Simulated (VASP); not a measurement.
Input of a VASP 6.6.1 run:

INCAR

```
ALGO = Normal
DIPOL = 0.5 0.5 0.470
EDIFF = 1E-7
ENCUT = 520
GGA = PE
IDIPOL = 3
ISIF = 2
ISMEAR = -1
LASPH = T
LCHARG = T
LDIPOL = T
LELF = T
LREAL = F
LVACPOTAV = T
LVHAR = T
LWAVE = F
NBANDS = 95
NELM = 80
PREC = Accurate
SIGMA = 0.05
```

Contents of KPOINTS:

```
k-points
0
Gamma
  5 5 1
```

The input POSCAR:

```
Nb12HCl
1.0
    5.7640918825      0.0000000000      0.0000000000
   -1.9213639608      5.4344379433      0.0000000000
    0.0000000000      0.0000000000     23.9891613142
Nb Cl H
12 1 1
Direct
    0.2500000000      0.2500000000      0.3334839387
    0.2500000000      0.7500000000      0.3334839387
    0.7500000000      0.2500000000      0.3334839387
    0.7500000000      0.7500000000      0.3334839387
    0.5000387584      0.5000387584      0.4273780261
    0.5000345245     -0.0000345245      0.4274181134
   -0.0000345245      0.5000345245      0.4274181134
   -0.0000387584     -0.0000387584      0.4273780261
    0.7500000000      0.7500000000      0.5213858035
    0.7500000000      0.2500000000      0.5213645858
    0.2500000000      0.7500000000      0.5213645858
    0.2500000000      0.2500000000      0.5210600741
    0.2500000000      0.2500000000      0.7006749976
    0.2500000000      0.2500000000      0.7544412016
```

Potentials or basis: VASP PAW PBE potentials, release 64 (Nb_sv, Cl, H).

Launch:

```sh
$ cat potpaw_PBE.64/Nb_sv/POTCAR potpaw_PBE.64/Cl/POTCAR potpaw_PBE.64/H/POTCAR > POTCAR
$ mpirun -np 1 vasp_std > vasp.out
```

(1) What does it give for the band gap on the k mesh?

(2) What does it give for the largest force?

Results:

(1) zero (bands 82 and 83 overlap by 0.83 eV).

(2) 0.122 eV/Å.
